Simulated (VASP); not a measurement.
Wanted: the native input for a VASP 6.6.1 run.

| Quantity | Value |
| --- | --- |
| Task | relaxation of cell and atoms |
| Functional | PBE |
| Potentials or basis | VASP PAW PBE potentials, release 64 (W_sv) |
| Cutoff | 600 eV |
| k mesh | 17 × 17 × 9 |
| Occupations | fermi-dirac, width 0.05 eV |
| Spin | no spin polarisation |
| Dipole correction | no |
| Further INCAR settings | ALGO = Normal; EDIFF = 1e-06; IBRION = 2; EDIFFG = -0.005; NSW = 60; ISIF = 3 |

The structure of W lies in POSCAR:

```
W
1.0
    2.8445100090      0.0000000000      0.0000000000
   -1.4222550045      2.4634179291      0.0000000000
    0.0000000000      0.0000000000      4.6081062146
W
2
Direct
    0.3333333333      0.6666666667      0.2500000000
    0.6666666667      0.3333333333      0.7500000000
```

This isn't the form of W at room conditions, which is bcc.

The input as run:

INCAR

```
SYSTEM = W
PREC = Accurate
ENCUT = 600
EDIFF = 1E-6
ISMEAR = -1
SIGMA = 0.05
LREAL = .False.
LASPH = .True.
NELM = 100
ALGO = Normal
ISIF = 3
LWAVE = .False.
LCHARG = .False.
GGA = PE
IBRION = 2
NSW = 60
EDIFFG = -0.005
```

KPOINTS

```
Automatic mesh
0
Gamma
  17 17 9
  0 0 0
```

Potentials or basis: VASP PAW PBE potentials, release 64 (W_sv).

Command:

```sh
$ cat potpaw_PBE.64/W_sv/POTCAR > POTCAR
$ mpirun -np 1 vasp_std > vasp.out
```

It gave:

The relaxed volume is 16.55 Å³/atom, the relaxed cell is a = 2.779 Å, b = 2.779 Å, c = 4.950 Å, α = 90.00°, β = 90.00°, γ = 120.00° and the space group after relaxing (to 0.1 Å) is P6_3/mmc (No. 194). The energy gained by relaxing is 78.6 meV/atom. The ionic steps are 12, the pressure after relaxing is 0.0 GPa and the band gap on the k mesh is zero (bands 14 and 15 overlap by 1.76 eV).

Caveat: spin-orbit coupling is left out, which moves the levels of the heavy elements.

Run time: 7.9 min on 1 thread of Intel Xeon 8259CL, on a shared host, peak memory 0.25 GiB.
